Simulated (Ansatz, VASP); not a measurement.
## AlN in VASP and in Ansatz

```
Al N
1.0
     3.11100    0.00000    0.00000
    -1.55550    2.69421    0.00000
     0.00000    0.00000    4.97800
Al N
2 2
Direct
  0.35529 0.68274 0.00870
  0.68862 0.34941 0.50870
  0.33333 0.66667 0.38500
  0.66667 0.33333 0.88500
```

Change from the starting cell: all Al atoms moved +0.075 Å, as atom 1 along Cartesian [1 1 1].

Alike in both runs: task single point; functional r2SCAN; k mesh 12 × 12 × 6; occupations gaussian, width 0.05 eV; no spin polarisation.

|  | VASP | Ansatz |
| --- | --- | --- |
| version | VASP 6.6.1 | Ansatz 0.2.0 |
| potentials or method | VASP PAW PBE potentials, release 64 (Al, N), cutoff 520 eV | scalar-relativistic, plane waves, PAW |
| valence electrons in the cell | 16 | 16 |

|  | VASP | Ansatz | Ansatz less VASP |
| --- | --- | --- | --- |
| gap on the k mesh at the Fermi level (eV) | 4.90 | 4.86 | -0.040 |
| least direct gap on the mesh (eV) | 4.90 | 4.86 | -0.040 |
| pressure (GPa) | -0.3 | 0.1 | +0.39 |
| traceless stress, the component that is largest in VASP (GPa) | 2.57 | 2.53 | -0.040 |
| rms of the force components (eV/Å) | 0.555 | 0.550 | -0.0055 |

VASP's potentials were made for PBE, not for r2SCAN. Atom by atom the forces differ by 0.006 eV/Å (rms over components).
